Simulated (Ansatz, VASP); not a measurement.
## Si2Ge in VASP and in Ansatz

```
Si Ge
1.0
     3.92812    0.00000    0.00000
    -1.96406    3.40185    0.00000
     0.00000    0.00000    9.61937
Si Ge
4 2
Direct
  0.00000 0.00000 0.87747
  0.00000 0.00000 0.12253
  0.33333 0.66667 0.53947
  0.66667 0.33333 0.46053
  0.33333 0.66667 0.79194
  0.66667 0.33333 0.20806
```

Alike in both runs: functional PBE; k mesh 12 × 12 × 4; occupations gaussian, width 0.02 eV; no spin polarisation.

Ansatz relaxed the structure, and its values are those at the end. VASP's run is a single point on that final structure, the one shown.

|  | VASP | Ansatz |
| --- | --- | --- |
| version | VASP 6.6.1 | Ansatz 0.2.0 |
| potentials or method | VASP PAW PBE potentials, release 64 (Si, Ge_d), cutoff 520 eV | scalar-relativistic, plane waves, PAW |
| valence electrons in the cell | 44 | 44 |

```csv
,VASP,Ansatz,Ansatz less VASP
gap on the k mesh at the Fermi level (eV),0.59,0.59,-0.003
least direct gap on the mesh (eV),1.09,1.09,-0.005
pressure (GPa),-0.1,0.0,+0.09
rms of the force components (eV/Å),0.003,0.003,-0.0003
```
